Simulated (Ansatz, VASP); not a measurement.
# Mg in VASP and in Ansatz

The input POSCAR:

```
Mg
1.0
   -1.8359916300      1.8359916300      1.6794040200
    1.8359916300     -1.8359916300      1.6794040200
    1.8359916300      1.8359916300     -1.6794040200
Mg
1
Direct
    0.0000000000      0.0000000000      0.0000000000
```

Contents of INCAR.step1:

```
PREC = Accurate
ENCUT = 920
ISMEAR = -5
SIGMA = 0.1
LREAL = F
LASPH = T
NELM = 120
NBANDS = 11
GGA = PE
ALGO = Normal
EDIFF = 1E-5
LWAVE = T
LCHARG = F
GGA_COMPAT = F
```

The input INCAR.step2:

```
PREC = Accurate
ENCUT = 920
EDIFF = 1E-6
ISMEAR = -5
SIGMA = 0.1
LREAL = F
LASPH = T
NELM = 120
ALGO = Normal
ISIF = 2
LWAVE = F
LCHARG = T
METAGGA = R2SCAN
LMIXTAU = T
LELF = T
LVHAR = T
NBANDS = 11
ISTART = 1
GGA_COMPAT = F
```

The input KPOINTS:

```
Automatic mesh
0
Gamma
  6 6 6
```

Input for Ansatz:

```yaml
crystal:
  lattice:
    - [-1.83599163, 1.83599163, 1.67940402]
    - [1.83599163, -1.83599163, 1.67940402]
    - [1.83599163, 1.83599163, -1.67940402]
  atoms:
    - { symbol: Mg, position: [0.0, 0.0, 0.0] }
basis:
  ecutwfc: 500
kpoints:
  mp_grid: { grid: [6, 6, 6] }
hamiltonian:
  xc: r2scan
scf:
  occupations: { method: tetrahedron }
  n_extra_bands: 8
  max_iter: 91
output:
  forces: true
  stress: true
  eigenvalues: true
```

Alike in both runs: task single point; functional r2SCAN; k mesh 6 × 6 × 6; occupations tetrahedron; no spin polarisation.

|  | VASP | Ansatz |
| --- | --- | --- |
| version | VASP 6.6.1 | Ansatz 0.2.0 |
| potentials or method | VASP PAW PBE potentials, release 64 (Mg_sv), cutoff 920 eV | scalar-relativistic, plane waves, PAW |
| valence electrons in the cell | 10 | 10 |

VASP gave:

| Quantity | Value |
| --- | --- |
| gap on the k mesh at the Fermi level (eV) | none |
| pressure (GPa) | -0.6 |
| traceless stress, the component that is largest in VASP (GPa) | 0.25 |

Problem. Estimate Ansatz's values.

Solution. gap on the k mesh at the Fermi level (eV): none; pressure (GPa): -0.7; traceless stress, the component that is largest in VASP (GPa): 0.00.

VASP's potentials were made for PBE, not for r2SCAN. A gap of «none» marks a metal or a gap that the smearing closes. Ansatz's warnings: band table not solved further, tetrahedron derivatives may miss energy slope.

The k mesh is coarse, so the values compare programs but aren't converged.
